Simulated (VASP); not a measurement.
# BN (R3m) in VASP: notebook

Runs on BN. Level: r2SCAN. Tasks: single point.

All numbers are computed with VASP 6.6.1; they aren't measurements. Logs are shortened: lines on timing, memory, paths and dates and some standing lists are left out, and cuts for length are marked.

## 1. The cell of the first run

Symmetry: R3m, No. 160, trigonal system. The conventional cell has a = 2.489 Å, b = 2.489 Å, c = 6.277 Å, α = 90.00°, β = 90.00°, γ = 120.00°. B (site symmetry 3m) has 4 N at 1.53 to 1.57 Å within 2.0 Å. N (site symmetry 3m) has 4 B at 1.53 to 1.57 Å within 2.0 Å.

## 2. Single point, r2SCAN (epitaxial 111 strain -2.5%)

File POSCAR:

```
BN
1.0
    0.0349220593      1.7946268727      1.7946268727
    1.7946268727      0.0349220593      1.7946268727
    1.7946268727      1.7946268727      0.0349220593
B N
1 1
Direct
    0.0002007007      0.0002007007      0.0002007007
    0.2497992993      0.2497992993      0.2497992993
```

File INCAR.step1:

```
PREC     = Accurate       # precision mode
ENCUT    = 520            # plane-wave cutoff, eV
ISMEAR   = 0              # smearing method
SIGMA    = 0.01           # smearing width, eV
LREAL    = F              # projectors in reciprocal space
LASPH    = T              # aspherical terms in the spheres
NELM     = 80             # most SCF steps
NBANDS   = 11             # bands
GGA      = PE             # functional
ALGO     = Normal         # electronic algorithm
EDIFF    = 1E-4           # SCF threshold, eV
LWAVE    = T              # write WAVECAR
LCHARG   = F              # write CHGCAR
```

File INCAR.step2:

```
PREC     = Accurate       # precision mode
ENCUT    = 520            # plane-wave cutoff, eV
EDIFF    = 1E-7           # SCF threshold, eV
ISMEAR   = 0              # smearing method
SIGMA    = 0.01           # smearing width, eV
LREAL    = F              # projectors in reciprocal space
LASPH    = T              # aspherical terms in the spheres
NELM     = 80             # most SCF steps
ALGO     = Normal         # electronic algorithm
ISIF     = 2              # what is computed and relaxed
LWAVE    = F              # write WAVECAR
LCHARG   = T              # write CHGCAR
METAGGA  = R2SCAN         # meta-GGA
LMIXTAU  = T            
LELF     = T              # ELF
LVHAR    = T            
NBANDS   = 11             # bands
ISTART   = 1
```

File KPOINTS:

```
regular mesh
0
Gamma
  12 12 12
```

Potentials or basis: VASP PAW PBE potentials, release 64 (B, N).

Started as:

```console
$ cat potpaw_PBE.64/B/POTCAR potpaw_PBE.64/N/POTCAR > POTCAR
$ cp INCAR.step1 INCAR
$ mpirun -np 1 vasp_std > vasp.out
$ cp INCAR.step2 INCAR
$ mpirun -np 1 vasp_std > vasp.out
```

OUTCAR:

```text
PREC = Accurate
   ENCUT = 520
   EDIFF = 1E-7
   ISMEAR = 0
   LREAL = F
   LASPH = T
   NELM = 80
   ISIF = 2
   METAGGA = R2SCAN
   ISTART = 1

 ion  position               nearest neighbor table
   1  0.000  0.000  0.000-   2 1.53   2 1.53   2 1.53   2 1.57
   2  0.250  0.250  0.250-   1 1.53   1 1.53   1 1.53   1 1.57

  LATTYP: Found a trigonal (rhomboedric) cell.
 ALAT       =     2.5382259109
 COS(alpha) =     0.5193609002

  Lattice vectors:

 A1 = (   0.0349220593,   1.7946268727,   1.7946268727)
 A2 = (   1.7946268727,   0.0349220593,   1.7946268727)
 A3 = (   1.7946268727,   1.7946268727,   0.0349220593)

Analysis of symmetry for initial positions (statically):
=====================================================================
 Subroutine PRICEL returns:
 Original cell was already a primitive cell.

 Routine SETGRP: Setting up the symmetry group for a
 trigonal (rhombohedral) supercell.

 Subroutine GETGRP returns: Found  6 space group operations
 (whereof  6 operations were pure point group operations)
 out of a pool of 12 trial point group operations.

The static configuration has the point symmetry C_3v.

Analysis of symmetry for dynamics (positions and initial velocities):
=====================================================================
 Subroutine PRICEL returns:
 Original cell was already a primitive cell.

 Routine SETGRP: Setting up the symmetry group for a
 trigonal (rhombohedral) supercell.

 Subroutine GETGRP returns: Found  6 space group operations
 (whereof  6 operations were pure point group operations)
 out of a pool of 12 trial point group operations.

The dynamic configuration has the point symmetry C_3v.

 Subroutine INISYM returns: Found  6 space group operations
 (whereof  6 operations are pure point group operations),
 and found     1 'primitive' translations

----------------------------------------------------------------------------------------

                                     Primitive cell

  volume of cell :      11.2225

  direct lattice vectors                    reciprocal lattice vectors
     0.034922059  1.794626873  1.794626873    -0.286876485  0.281400645  0.281400645
     1.794626873  0.034922059  1.794626873     0.281400645 -0.286876485  0.281400645
     1.794626873  1.794626873  0.034922059     0.281400645  0.281400645 -0.286876485

  length of vectors
     2.538225911  2.538225911  2.538225911     0.490582066  0.490582066  0.490582066
[... 82 lines left out ...]
   LREAL  =      F    real-space projection
   EDIFFG = 0.1E-05   stopping-criterion for IOM
   NSW    =      0    number of steps for IOM
   IBRION =     -1    ionic relax: 0-MD 1-quasi-New 2-CG
   NFREE  =      0    steps in history (QN), initial steepest desc. (CG)
   ISIF   =      2    stress and relaxation
   ISYM   =      2    0-nonsym 1-usesym 2-fastsym
   POTIM  = 0.5000    time-step for ionic-motion
   TEBEG  =    0.0;   TEEND  =   0.0 temperature during run
   PSTRESS=    0.0 pullay stress
   NELECT =       8.0000    total number of electrons
   NUPDOWN=      -1.0000    fix difference up-down
   EMIN   =  10.00;   EMAX   =-10.00  energy-range for DOS
   EFERMI =   0.00;   METHOD = LEGACY
   ISMEAR =     0;   SIGMA  =   0.01  broadening in eV -4-tet -1-fermi 0-gaus
   EFERMI_NEDOS =   21; number of points for ismear=-14 and -15
   IALGO  =     38    algorithm
   IMIX   =      4    mixing-type and parameters
     AMIX     =   0.40;   BMIX     =  1.00
     AMIX_MAG =   1.60;   BMIX_MAG =  1.00
  volume/ion in A,a.u.               =       5.61        37.87
  Fermi-wavevector in a.u.,A,eV,Ry     =   1.462430  2.763593 29.098815  2.138703
  Thomas-Fermi vector in A             =   2.578645
   LORBIT       =      0    0 simple, 1 ext, 2 COOP (PROOUT), +10 PAW based schemes
   METAGGA = R2SCAN    functional components
   LHFCALC =     F    Hartree Fock is set to
   AEXX    =    0.0000 exact exchange contribution
   IVDW    =     0    specifies the selected vdW correction
   LEPSILON=     F    determine dielectric tensor
   LRPA    =     F    only Hartree local field effects (RPA)
 non-spin polarized calculation
 Gauss-broadening in eV      SIGMA  =   0.01
  energy-cutoff  :      520.00
  volume of cell :       11.22
 maximum number of plane-waves:       314
   NGX =  9   NGY =  9   NGZ =  9

 number of electron       7.9999999 magnetization

 Free energy of the ion-electron system (eV)
  ---------------------------------------------------
  ext. energy  EPLUGINS =         0.00000000
  ---------------------------------------------------
  free energy    TOTEN  =       -19.11307898 eV

  energy without entropy =      -19.11307898  energy(sigma->0) =      -19.11307898

 E-fermi :   8.0888     XC(G=0): -13.9192

 val. band max:        7.9499107670   @ k =   0.0000   0.0000   0.0000
 cond. band min:      12.8962462766   @ k =   0.5000   0.5000   0.0000
 fundamental gap:      4.9463355095
 Fermi energy:         8.0888109647

 k-point     1 :       0.0000    0.0000    0.0000
  band No.  band energies     occupation
      1     -14.0148      2.00000
      2       7.7491      2.00000
      3       7.9499      2.00000
      4       7.9499      2.00000
      5      16.9470      0.00000
      6      17.9349      0.00000
      7      17.9349      0.00000
      8      20.0388      0.00000
      9      35.0324      0.00000
     10      37.2824      0.00000
     11      37.2824      0.00000
[... 309 lines left out ...]
 k-point    24 :      -0.4167    0.1667    0.0000
  band No.  band energies     occupation
      1      -8.9758      2.00000
      2      -2.9231      2.00000
      3       3.3697      2.00000
      4       4.9796      2.00000
      5      17.9447      0.00000
      6      20.9876      0.00000
      7      21.6923      0.00000
      8      25.5776      0.00000
      9      31.0671      0.00000
     10      34.8520      0.00000
     11      37.3457      0.00000

 [... further k-points ...]
[... 5 lines left out ...]
  --------------------------------------------------------------------------------------
  -------------------------------------------------------------------------------------
  Total        1.5143777      1.5143777      1.5143777     -0.7156338     -0.7156338     -0.7156338
  in kB      216.2000993    216.2000993    216.2000993   -102.1674374   -102.1674374   -102.1674374
  external PRESSURE =     216.2000993 kB  Pullay stress =       0.0000000 kB

 VOLUME and BASIS-vectors are now :
 -----------------------------------------------------------------------------
  energy-cutoff  :      520.00
  volume of cell :       11.22
      direct lattice vectors                 reciprocal lattice vectors
     0.034922059  1.794626873  1.794626873    -0.286876485  0.281400645  0.281400645
     1.794626873  0.034922059  1.794626873     0.281400645 -0.286876485  0.281400645
     1.794626873  1.794626873  0.034922059     0.281400645  0.281400645 -0.286876485

 POSITION                                       TOTAL-FORCE (eV/Angst)
 -----------------------------------------------------------------------------------
      0.00073      0.00073      0.00073         0.004345      0.004345      0.004345
      0.90532      0.90532      0.90532        -0.004345     -0.004345     -0.004345
 -----------------------------------------------------------------------------------
    total drift:                               -0.000007     -0.000007     -0.000007

  FREE ENERGIE OF THE ION-ELECTRON SYSTEM (eV)
  ---------------------------------------------------
  free  energy   TOTEN  =       -19.1130789750 eV

  energy  without entropy=      -19.1130789750  energy(sigma->0) =      -19.11307898
```

OSZICAR.step1:

```text
N       E                     dE             d eps       ncg     rms          rms(c)
DAV:   1     0.105741297997E+02    0.10574E+02   -0.51333E+03  4294   0.732E+02
DAV:   2    -0.179333563025E+02   -0.28507E+02   -0.27768E+02  4915   0.167E+02
DAV:   3    -0.184314703343E+02   -0.49811E+00   -0.49729E+00  4878   0.188E+01
DAV:   4    -0.184320155700E+02   -0.54524E-03   -0.54523E-03  4476   0.700E-01
DAV:   5    -0.184320160148E+02   -0.44472E-06   -0.44473E-06  4506   0.199E-02    0.702E+00
DAV:   6    -0.174838012284E+02    0.94821E+00   -0.28757E+00  4356   0.101E+01    0.346E+00
DAV:   7    -0.173937355996E+02    0.90066E-01   -0.13092E-01  4794   0.293E+00    0.200E+00
DAV:   8    -0.173778653842E+02    0.15870E-01   -0.37990E-02  4688   0.144E+00    0.223E-01
DAV:   9    -0.173780785227E+02   -0.21314E-03   -0.91064E-04  4416   0.267E-01    0.896E-02
DAV:  10    -0.173781593546E+02   -0.80832E-04   -0.11756E-04  4543   0.925E-02
   1 F= -.17378159E+02 E0= -.17378159E+02  d E =0.000000E+00
```

Wall time 98 s (1 thread of Intel Xeon Platinum 8259CL at 2.50GHz (Skylake/Cascade Lake), shared host); peak memory 0.13 GiB.

Results:

* Free energy: -19.1131 eV
* Pressure: 21.6 GPa
* Largest force: 0.008 eV/Å
* Band gap on the k mesh: 4.95 eV (least direct gap 9.00 eV)

Forces on the atoms (eV/Å):
```
B    0.004  0.004  0.004
N   -0.004 -0.004 -0.004
```

Levels at points of the mesh, in eV from the valence-band top:
| k point | band 1 | band 2 | band 3 | band 4 | band 5 | band 6 | band 7 | band 8 | band 9 |
| --- | --- | --- | --- | --- | --- | --- | --- | --- | --- |
| (0.00, 0.00, 0.00) | -21.96 | -0.20 | 0.00 | 0.00 | 9.00 | 9.98 | 9.98 | 12.09 | 27.08 |
| (0.50, 0.00, 0.00) | -17.33 | -11.61 | -2.26 | -2.26 | 10.92 | 11.65 | 11.88 | 16.90 | 25.49 |
| (0.50, 0.50, 0.00) | -15.92 | -9.74 | -5.62 | -5.23 | 4.95 | 10.09 | 19.92 | 20.01 | 23.16 |
| (0.50, 0.50, 0.50) | -17.69 | -11.72 | -1.93 | -1.93 | 11.94 | 11.94 | 12.02 | 16.84 | 25.75 |

Caveat: the cell differs from its parent crystal (epitaxial 111 strain -2.5%); the cell stands under pressure; the PAW data sets were made with another functional, which shifts forces and pressure a little.

## 3. Single point, r2SCAN (strain along [111] -0.5%)

File POSCAR:

```
BN
1.0
   -0.0060160848      1.7988093648      1.7988093648
    1.7988093648     -0.0060160848      1.7988093648
    1.7988093648      1.7988093648     -0.0060160848
B N
1 1
Direct
    0.0000000000      0.0000000000      0.0000000000
    0.2500000000      0.2500000000      0.2500000000
```

File INCAR.step1:

```
  ALGO = Normal
  EDIFF = 1E-4
  ENCUT = 520
  GGA = PE
  ISMEAR = 0
  LASPH = True
  LCHARG = False
  LREAL = False
  LWAVE = True
  NBANDS = 11
  NELM = 100
  PREC = Accurate
  SIGMA = 0.01
```

File INCAR.step2:

```
  ALGO = Normal
  EDIFF = 1E-6
  ENCUT = 520
  ISIF = 2
  ISMEAR = 0
  ISTART = 1
  LASPH = True
  LCHARG = False
  LMIXTAU = True
  LREAL = False
  LWAVE = False
  METAGGA = R2SCAN
  NBANDS = 11
  NELM = 100
  PREC = Accurate
  SIGMA = 0.01
```

File KPOINTS:

```
k-points
0
Gamma
  12 12 12
```

Potentials or basis: VASP PAW PBE potentials, release 64 (B, N).

Started as:

```console
$ cat potpaw_PBE.64/B/POTCAR potpaw_PBE.64/N/POTCAR > POTCAR
$ cp INCAR.step1 INCAR
$ mpirun -np 1 vasp_std > vasp.out
$ cp INCAR.step2 INCAR
$ mpirun -np 1 vasp_std > vasp.out
```

Run time: 75 s. Hardware: 1 thread of Intel Xeon Platinum 8259CL at 2.50GHz (Skylake/Cascade Lake), shared host; peak memory 0.14 GiB.

It converged, with:

| Property | Result |
| --- | --- |
| Free energy | -19.1701 eV |
| Pressure | 3.1 GPa |
| Largest force | 0.009 eV/Å |
| Band gap on the k mesh | 4.97 eV (least direct gap 9.51 eV) |

Forces on the atoms (eV/Å):
```
B   -0.005 -0.005 -0.005
N    0.005  0.005  0.005
```

Stress tensor (GPa, compression positive):
```
3.12 1.60 1.60
1.60 3.12 1.60
1.60 1.60 3.12
```

Levels at points of the mesh, in eV from the valence-band top:
```
           k point  band 2  band 3  band 4  band 5  band 6  band 7
(0.00, 0.00, 0.00)   -0.02   -0.02    0.00    9.51    9.51    9.64
(0.50, 0.00, 0.00)  -11.19   -2.04   -2.03   10.93   11.47   11.58
(0.50, 0.50, 0.00)   -9.40   -5.19   -5.13    4.97    9.86   19.39
(0.50, 0.50, 0.50)  -11.17   -2.09   -2.09   10.80   11.47   11.47
```

Caveat: the cell differs from its parent crystal (strain along [111] -0.5%); the cell stands under pressure; the PAW data sets were made with another functional, which shifts forces and pressure a little. A k mesh can miss the band edges.
